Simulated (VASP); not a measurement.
# Cd4SeS3 in VASP: single point with PBE

Aim: the single point of Cd4SeS3 with PBE.

Program: VASP 6.6.1. These are calculated values, not measurements. Logs are shortened: lines on timing, memory, paths and dates and some standing lists are left out, and cuts for length are marked.

## (1) The cell of the first run

The typed cell holds 8 atoms: a = 5.995 Å, b = 5.996 Å, c = 7.337 Å, α = 114.12°, β = 114.11°, γ = 90.00°.

## (2) Single point, PBE

INCAR

```
SYSTEM = Cd4SeS3
PREC     = Accurate       ! precision mode
ENCUT    = 520            ! plane-wave cutoff, eV
EDIFF    = 1E-7           ! SCF threshold, eV
ISMEAR   = 0              ! smearing method
SIGMA    = 0.1            ! smearing width, eV
LREAL    = .FALSE.        ! projectors in reciprocal space
LASPH    = .TRUE.         ! aspherical terms in the spheres
NELM     = 100            ! most SCF steps
ALGO     = Normal         ! electronic algorithm
ISIF     = 2              ! what is computed and relaxed
LWAVE    = .FALSE.        ! write WAVECAR
LCHARG   = .TRUE.         ! write CHGCAR
GGA      = PE             ! functional
LELF     = .TRUE.         ! ELF
LVHAR    = .TRUE.       
NBANDS   = 46             ! bands
```

KPOINTS

```
regular mesh
0
G
  4 4 4
  0 0 0
```

POSCAR

```
Cd4SeS3
1.0
    5.9948794103      0.0002161298      0.0000184278
    0.0002221871      5.9961277115      0.0000071360
   -2.9975174838     -2.9981621017      5.9879799924
Cd Se S
4 1 3
Direct
    0.3706253071      0.8854159628      0.2561776669
    0.8850841079      0.3706994652      0.2559691320
    0.1148839539      0.1146404172      0.7439848161
    0.6294219119      0.6292487804      0.7439087663
    0.4999564451      0.5001721284     -0.0000188926
    0.2499647933      0.7498485497      0.4999769779
    0.7500557691      0.2498975465      0.5000039519
    0.0000077118      0.0000771498     -0.0000024184
```

Potentials or basis: VASP PAW PBE potentials, release 64 (Cd, Se, S).

On the command line:

```
> cat potpaw_PBE.64/Cd/POTCAR potpaw_PBE.64/Se/POTCAR potpaw_PBE.64/S/POTCAR > POTCAR
> mpirun -np 1 vasp_std > vasp.out
```

OUTCAR:

```text
SYSTEM = Cd4SeS3
   PREC = Accurate
   ENCUT = 520
   EDIFF = 1E-7
   ISMEAR = 0
   LREAL = .FALSE.
   LASPH = .TRUE.
   NELM = 100
   ISIF = 2
   GGA = PE

 ion  position               nearest neighbor table
   1  0.371  0.885  0.256-   8 2.57   6 2.57   7 2.58   5 2.67
   2  0.885  0.371  0.256-   8 2.57   7 2.57   6 2.58   5 2.67
   3  0.115  0.115  0.744-   8 2.57   6 2.57   7 2.58   5 2.67
   4  0.629  0.629  0.744-   8 2.57   7 2.57   6 2.58   5 2.67
   5  0.500  0.500  1.000-   2 2.67   3 2.67   4 2.67   1 2.67
   6  0.250  0.750  0.500-   3 2.57   1 2.57   4 2.58   2 2.58
   7  0.750  0.250  0.500-   4 2.57   2 2.57   1 2.58   3 2.58
   8  0.000  0.000  1.000-   4 2.57   1 2.57   3 2.57   2 2.57

  LATTYP: Found a base centered monoclinic cell.
 ALAT       =     8.4786125586
 B/A-ratio  =     1.4124935496
 C/A-ratio  =     0.7072062409
 COS(beta)  =    -0.7071545496

  Lattice vectors:

 A1 = (   2.9973619265,  -2.9979459719,   5.9879984202)
 A2 = (   2.9972952967,  -2.9979656098,  -5.9879871284)
 A3 = (   0.0002221871,   5.9961277115,   0.0000071360)

Analysis of symmetry for initial positions (statically):
=====================================================================
 Subroutine PRICEL returns:
 Original cell was already a primitive cell.

 Routine SETGRP: Setting up the symmetry group for a
 base centered monoclinic supercell.

 Subroutine GETGRP returns: Found  1 space group operations
 (whereof  1 operations were pure point group operations)
 out of a pool of  4 trial point group operations.

The static configuration has the point symmetry C_1 .

Analysis of symmetry for dynamics (positions and initial velocities):
=====================================================================
 Subroutine PRICEL returns:
 Original cell was already a primitive cell.

 Routine SETGRP: Setting up the symmetry group for a
 base centered monoclinic supercell.

 Subroutine GETGRP returns: Found  1 space group operations
 (whereof  1 operations were pure point group operations)
 out of a pool of  4 trial point group operations.

The dynamic configuration has the point symmetry C_1 .

 Subroutine INISYM returns: Found  1 space group operations
 (whereof  1 operations are pure point group operations),
 and found     1 'primitive' translations

----------------------------------------------------------------------------------------

                                     Primitive cell

  volume of cell :     215.2448

  direct lattice vectors                    reciprocal lattice vectors
     5.994879410  0.000216130  0.000018428     0.166808770 -0.000006280  0.083499507
     0.000222187  5.996127711  0.000007136    -0.000006269  0.166774201  0.083500161
    -2.997517484 -2.998162102  5.987979992    -0.000000513 -0.000000199  0.167000870

  length of vectors
     5.994879414  5.996127716  7.336892492     0.186540434  0.186509815  0.167000870

  position of ions in fractional coordinates (direct lattice)
     0.370625307  0.885415963  0.256177667
     0.885084108  0.370699465  0.255969132
     0.114883954  0.114640417  0.743984816
     0.629421912  0.629248780  0.743908766
     0.499956445  0.500172128  0.999981107
     0.249964793  0.749848550  0.499976978
     0.750055769  0.249897547  0.500003952
     0.000007712  0.000077150  0.999997582

  ion indices of the primitive-cell ions
   primitive index   ion index
                 1           1
                 2           2
                 3           3
                 4           4
                 5           5
                 6           6
                 7           7
                 8           8

----------------------------------------------------------------------------------------

 KPOINTS: regular mesh

Automatic generation of k-mesh.
 Grid dimensions read from file:
 generate k-points for:    4    4    4

 Generating k-lattice:

  Cartesian coordinates                     Fractional coordinates (reciprocal lattice)
     0.041702193 -0.000001570  0.020874877     0.250000000  0.000000000 -0.000000000
    -0.000001567  0.041693550  0.020875040    -0.000000000  0.250000000  0.000000000
    -0.000000128 -0.000000050  0.041750217    -0.000000000 -0.000000000  0.250000000

  Length of vectors
     0.046635108  0.046627454  0.041750217

  Shift w.r.t. Gamma in fractional coordinates (k-lattice)
     0.000000000  0.000000000  0.000000000

 Subroutine IBZKPT returns following result:
 ===========================================

 Found     36 irreducible k-points:

 Following reciprocal coordinates:
            Coordinates               Weight
  0.000000  0.000000  0.000000      1.000000
  0.250000 -0.000000 -0.000000      2.000000
 -0.250000 -0.000000  0.250000      2.000000
  0.500000 -0.000000 -0.000000      1.000000
  0.500000 -0.000000  0.500000      1.000000
 -0.000000  0.250000  0.000000      2.000000
[... 16 lines left out ...]
  0.000000 -0.250000  0.500000      2.000000
  0.250000  0.250000  0.250000      2.000000
 [... further k-points ...]
   k-points           NKPTS =     36   k-points in BZ     NKDIM =     36   number of bands    NBANDS=     46
   number of dos      NEDOS =    301   number of ions     NIONS =      8
   total plane-waves  NPLWV = 129024
   dimension x,y,z NGX =    48 NGY =   48 NGZ =   56
   dimension x,y,z NGXF=    96 NGYF=   96 NGZF=  112
   ions per type =               4   1   3
   NGX,Y,Z   is equivalent  to a cutoff of  13.31, 13.31, 12.69 a.u.
   NGXF,Y,Z  is equivalent  to a cutoff of  26.62, 26.62, 25.38 a.u.
 SYSTEM =  Cd4SeS3
   PREC   = accura    normal or accurate (medium, high low for compatibility)
   ISTART =      0    job   : 0-new  1-cont  2-samecut
   ICHARG =      2    charge: 1-file 2-atom 10-const
   ISPIN  =      1    spin polarized calculation?
   LNONCOLLINEAR =      F non collinear calculations
   LSORBIT =      F    spin-orbit coupling
   LASPH  =      T    aspherical Exc in radial PAW
   ENCUT  =  520.0 eV  38.22 Ry    6.18 a.u.  11.15 11.15 13.64*2*pi/ulx,y,z
   NELM   =    100;   NELMIN=  2; NELMDL= -5     # of ELM steps
   EDIFF  = 0.1E-06   stopping-criterion for ELM
   LREAL  =      F    real-space projection
   EDIFFG = 0.1E-05   stopping-criterion for IOM
   NSW    =      0    number of steps for IOM
   IBRION =     -1    ionic relax: 0-MD 1-quasi-New 2-CG
   NFREE  =      0    steps in history (QN), initial steepest desc. (CG)
   ISIF   =      2    stress and relaxation
   ISYM   =      2    0-nonsym 1-usesym 2-fastsym
   POTIM  = 0.5000    time-step for ionic-motion
   TEBEG  =    0.0;   TEEND  =   0.0 temperature during run
   PSTRESS=    0.0 pullay stress
   NELECT =      72.0000    total number of electrons
   NUPDOWN=      -1.0000    fix difference up-down
   EMIN   =  10.00;   EMAX   =-10.00  energy-range for DOS
   EFERMI =   0.00;   METHOD = LEGACY
   ISMEAR =     0;   SIGMA  =   0.10  broadening in eV -4-tet -1-fermi 0-gaus
   EFERMI_NEDOS =   21; number of points for ismear=-14 and -15
   IALGO  =     38    algorithm
   IMIX   =      4    mixing-type and parameters
     AMIX     =   0.40;   BMIX     =  1.00
     AMIX_MAG =   1.60;   BMIX_MAG =  1.00
  volume/ion in A,a.u.               =      26.91       181.57
  Fermi-wavevector in a.u.,A,eV,Ry     =   1.136427  2.147535 17.571460  1.291466
  Thomas-Fermi vector in A             =   2.273132
   LORBIT       =      0    0 simple, 1 ext, 2 COOP (PROOUT), +10 PAW based schemes
   GGA     = PE    functional components
   LHFCALC =     F    Hartree Fock is set to
   AEXX    =    0.0000 exact exchange contribution
   IVDW    =     0    specifies the selected vdW correction
   LEPSILON=     F    determine dielectric tensor
   LRPA    =     F    only Hartree local field effects (RPA)
 non-spin polarized calculation
 Gauss-broadening in eV      SIGMA  =   0.10
  energy-cutoff  :      520.00
  volume of cell :      215.24
 maximum number of plane-waves:      5828
 NGX is ok and might be reduce to    48
   NGX = 23   NGY = 23   NGZ = 27

 number of electron      71.9999999 magnetization

 Free energy of the ion-electron system (eV)
  ---------------------------------------------------
  ext. energy  EPLUGINS =         0.00000000
  ---------------------------------------------------
  free energy    TOTEN  =       -23.91212510 eV

  energy without entropy =      -23.91212510  energy(sigma->0) =      -23.91212510

 E-fermi :   1.2625     XC(G=0):  -8.8573

 val. band max:        0.8242727340   @ k =   0.0000   0.0000   0.0000
 cond. band min:       1.7084163477   @ k =   0.0000   0.0000   0.0000
 fundamental gap:      0.8841436138
 Fermi energy:         1.2624811295

 k-point     1 :       0.0000    0.0000    0.0000
  band No.  band energies     occupation
      1     -11.3276      2.00000
      2     -10.8594      2.00000
      3     -10.8418      2.00000
      4     -10.8301      2.00000
      5      -6.8086      2.00000
      6      -6.8086      2.00000
[... 38 lines left out ...]
     45       7.2104      0.00000
     46       7.2242      0.00000

 k-point     2 :       0.2500   -0.0000   -0.0000
  band No.  band energies     occupation
      1     -11.2403      2.00000
      2     -10.8983      2.00000
      3     -10.8582      2.00000
      4     -10.8575      2.00000
      5      -6.7805      2.00000
      6      -6.7671      2.00000
[... 38 lines left out ...]
     45       7.4684      0.00000
     46       7.6096      0.00000

 k-point     3 :      -0.2500   -0.0000    0.2500
  band No.  band energies     occupation
      1     -11.2403      2.00000
      2     -10.8983      2.00000
      3     -10.8582      2.00000
      4     -10.8576      2.00000
      5      -6.7805      2.00000
      6      -6.7671      2.00000
[... 1018 lines left out ...]
     45       7.6916      0.00000
     46       7.7918      0.00000

 k-point    24 :       0.2500    0.2500    0.2500
  band No.  band energies     occupation
      1     -11.0378      2.00000
      2     -11.0030      2.00000
      3     -10.9180      2.00000
      4     -10.8869      2.00000
      5      -6.7241      2.00000
      6      -6.7086      2.00000
[... 38 lines left out ...]
     45       7.7343      0.00000
     46       7.7689      0.00000

 [... further k-points ...]

------------------------ aborting loop because EDIFF is reached ----------------------------------------

  FORCE on cell =-STRESS in cart. coord.  units (eV):
  Direction    XX          YY          ZZ          XY          YZ          ZX
  --------------------------------------------------------------------------------------
  -------------------------------------------------------------------------------------
  Total        0.3674874      0.3622007      0.3783164     -0.0016378     -0.0004992     -0.0024944
  in kB        2.7353972      2.6960460      2.8160033     -0.0121906     -0.0037160     -0.0185669
  external PRESSURE =       2.7491488 kB  Pullay stress =       0.0000000 kB

 VOLUME and BASIS-vectors are now :
 -----------------------------------------------------------------------------
  energy-cutoff  :      520.00
  volume of cell :      215.24
      direct lattice vectors                 reciprocal lattice vectors
     5.994879410  0.000216130  0.000018428     0.166808770 -0.000006280  0.083499507
     0.000222187  5.996127711  0.000007136    -0.000006269  0.166774201  0.083500161
    -2.997517484 -2.998162102  5.987979992    -0.000000513 -0.000000199  0.167000870

 POSITION                                       TOTAL-FORCE (eV/Angst)
 -----------------------------------------------------------------------------------
      1.45415      4.54109      1.53400         0.002591     -0.001755     -0.002840
      4.53878      1.45552      1.53276        -0.000319      0.001841     -0.001606
     -1.54137     -1.54316      4.45497         0.000369      0.002486      0.001849
      1.54357      1.54283      4.45453        -0.002364     -0.001844      0.001976
     -0.00017      0.00110      5.98788        -0.000072     -0.000988      0.000206
     -0.00001      2.99723      2.99386         0.000424      0.000385     -0.000057
      2.99778     -0.00051      2.99403        -0.000398      0.000233      0.000333
     -2.99746     -2.99769      5.98797        -0.000230     -0.000358      0.000140
 -----------------------------------------------------------------------------------
    total drift:                               -0.000100     -0.000034     -0.000198

  FREE ENERGIE OF THE ION-ELECTRON SYSTEM (eV)
  ---------------------------------------------------
  free  energy   TOTEN  =       -23.9121251000 eV

  energy  without entropy=      -23.9121251000  energy(sigma->0) =      -23.91212510
```

Wall time 7.4 min (1 thread of Intel Xeon Platinum 8259CL at 2.50GHz (Skylake/Cascade Lake), shared host); peak memory 0.54 GiB.

Results:

| Property | Result |
| --- | --- |
| Free energy | -23.9121 eV |
| Pressure | 0.3 GPa |
| Largest force | 0.004 eV/Å |
| Band gap on the k mesh | 0.88 eV |

Forces on the atoms (eV/Å):
```
Cd   0.003 -0.002 -0.003
Cd   0.000  0.002 -0.002
Cd   0.000  0.002  0.002
Cd  -0.002 -0.002  0.002
Se   0.000 -0.001  0.000
S    0.000  0.000  0.000
S    0.000  0.000  0.000
S    0.000  0.000  0.000
```
